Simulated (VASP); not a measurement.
Input of a VASP 6.6.1 run:

The input POSCAR:

```
La2O3
1.0
    3.9351015413      0.0000000000      0.0000000000
   -1.9675507707      3.4078979012      0.0000000000
    0.0000000000      0.0000000000      6.1262271595
La O
2 3
Direct
    0.6666666667      0.3333333333      0.7538431652
    0.3333333333      0.6666666667      0.2461568348
    0.6666666667      0.3333333333      0.3538862902
    0.3333333333      0.6666666667      0.6461137098
    0.0000000000      0.0000000000      0.0000000000
```

Contents of INCAR.step1:

```
ALGO = Normal
EDIFF = 1E-4
ENCUT = 520
GGA = PE
ISMEAR = 0
LASPH = True
LCHARG = False
LREAL = False
LWAVE = True
NBANDS = 28
NELM = 60
PREC = Accurate
SIGMA = 0.01
```

INCAR.step2

```
ALGO = Normal
EDIFF = 1E-7
ENCUT = 520
ISIF = 2
ISMEAR = 0
ISTART = 1
LASPH = True
LCHARG = False
LMIXTAU = True
LREAL = False
LWAVE = False
METAGGA = R2SCAN
NBANDS = 28
NELM = 60
PREC = Accurate
SIGMA = 0.01
```

File KPOINTS:

```
k-points
0
Gamma
  12 12 4
```

Potentials or basis: VASP PAW PBE potentials, release 64 (La, O).

Run with:

```console
$ cat potpaw_PBE.64/La/POTCAR potpaw_PBE.64/O/POTCAR > POTCAR
$ cp INCAR.step1 INCAR
$ mpirun -np 1 vasp_std > vasp.out
$ cp INCAR.step2 INCAR
$ mpirun -np 1 vasp_std > vasp.out
```

Q: What does it give for the band gap on the k mesh?

A: 4.24 eV, indirect (least direct gap 4.36 eV).

Q: What does it give for the largest force?

A: 0.022 eV/Å.

Stress tensor (GPa, compression positive):
```
-0.47  0.00  0.00
 0.00 -0.47  0.00
 0.00  0.00 -0.35
```

Caveat: the PAW data sets were made with another functional, which shifts forces and pressure a little; spin-orbit coupling is left out, which moves the levels of the heavy elements. A k mesh can miss the band edges.
